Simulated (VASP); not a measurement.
Here is a VASP 6.6.1 calculation.

Contents of INCAR:

```
SYSTEM = SbS2NCl6
  PREC = Accurate
  ENCUT = 520
  EDIFF = 1E-6
  ISMEAR = -1
  SIGMA = 0.05
  LREAL = .FALSE.
  LASPH = .TRUE.
  NELM = 120
  ALGO = Normal
  ISIF = 2
  LWAVE = .FALSE.
  LCHARG = .FALSE.
  GGA = PE
  NBANDS = 43
  GGA_COMPAT = .FALSE.
```

Contents of KPOINTS:

```
regular mesh
0
G
  3 2 2
  0 0 0
```

The input POSCAR:

```
SbS2NCl6
1.0
    5.7899340000      0.4510520000     -0.6748540000
    0.7805160000      6.5956860000      0.3243720000
   -0.0823730000     -0.6869420000      6.9215750000
N S Cl Sb
1 2 6 1
Direct
    1.0569167362      0.4195976509      0.1276610826
    0.3698658864      0.9538748954      0.4196482976
    0.6401760843      0.5645373920      0.6633210314
    0.4198188043      0.9205067281      0.9702863569
    0.9353421104      0.9110820457      0.5376786149
    0.3389534445      0.4766466861      0.9837257053
    0.9914494753      0.8255857830      0.0953338991
    0.7332067027      0.1722601931      0.8148817419
    0.6898375283      0.2387320932      0.3198618246
    0.1549094758      0.3789458752      0.5667628896
```

Potentials or basis: VASP PAW PBE potentials, release 64 (N, S, Cl, Sb).

Launch:

```console
$ cat potpaw_PBE.64/N/POTCAR potpaw_PBE.64/S/POTCAR potpaw_PBE.64/Cl/POTCAR potpaw_PBE.64/Sb/POTCAR > POTCAR
$ mpirun -np 1 vasp_std > vasp.out
```

Question: Predict the largest force.

Answer: 3.029 eV/Å.

Question: What does it give for the band gap on the k mesh?

Answer: Zero (band 32 reaches 1.09 eV, above the bottom of band 33 at 1.01 eV).

Question: What does it give for the pressure?

Answer: -6.2 GPa.

Forces on the atoms (eV/Å):
```
N    2.199  2.025 -0.490
S   -0.893  0.553  0.651
S   -0.356 -0.909 -0.107
Cl   0.159 -0.021  0.050
Cl   1.482 -1.097 -0.103
Cl  -2.240 -1.652  0.957
Cl  -0.362 -0.710  0.064
Cl  -0.099  1.206  0.052
Cl   0.113  0.774  0.025
Sb  -0.003 -0.170 -1.101
```

Caveat: the k points lie up to 0.48 Å⁻¹ apart; spin-orbit coupling is left out, which moves the levels of the heavy elements.
